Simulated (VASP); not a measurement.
Wanted: the native input for a VASP 6.6.1 run.

```
Task                   : single point
Functional             : PBE
Potentials or basis    : VASP PAW PBE potentials, release 64 (Cd, Te)
Cutoff                 : 520 eV
k mesh                 : 1 × 1 × 13
Occupations            : gaussian, width 0.05 eV
Spin                   : collinear spin
Starting moments       : [0.5, 0.5] μB
Dipole correction      : no
Further INCAR settings : ALGO = Normal; EDIFF = 1e-06; NBANDS = 20
```

The structure of CdTe lies in POSCAR:

```
CdTe
1.0
    9.0000000000      0.0000000000      0.0000000000
    0.0000000000      9.3000000000      0.0000000000
    0.0000000000      0.0000000000      5.2456708215
Cd Te
1 1
Direct
    0.5000000000      0.5000000000     -0.0175013478
    0.5000000000      0.5000000000      0.4825013478
```

One way to write it, as run:

INCAR

```
  PREC = Accurate
  ENCUT = 520
  EDIFF = 1E-6
  ISMEAR = 0
  SIGMA = 0.05
  LREAL = F
  LASPH = T
  NELM = 150
  ALGO = Normal
  ISIF = 2
  LWAVE = F
  LCHARG = F
  ISPIN = 2
  MAGMOM = 0.5 0.5
  LORBIT = 11
  GGA = PE
  NBANDS = 20
```

KPOINTS

```
Automatic mesh
0
Gamma
  1 1 13
```

Potentials or basis: VASP PAW PBE potentials, release 64 (Cd, Te).

Run with:

```sh
$ cat potpaw_PBE.64/Cd/POTCAR potpaw_PBE.64/Te/POTCAR > POTCAR
$ mpirun -np 1 vasp_std > vasp.out
```

It gave:

```yaml
Net_moment: 0.15 μB per cell
Site_moments: Cd +0.00; Te +0.08 μB
Valence_electrons_inside_the_program's_atomic_spheres: Cd 10.27; Te 3.40
```

It took 96 s on 1 thread of Intel(R) Xeon(R) 6975P-C (Granite Rapids), on a shared host, peak memory 0.65 GiB.
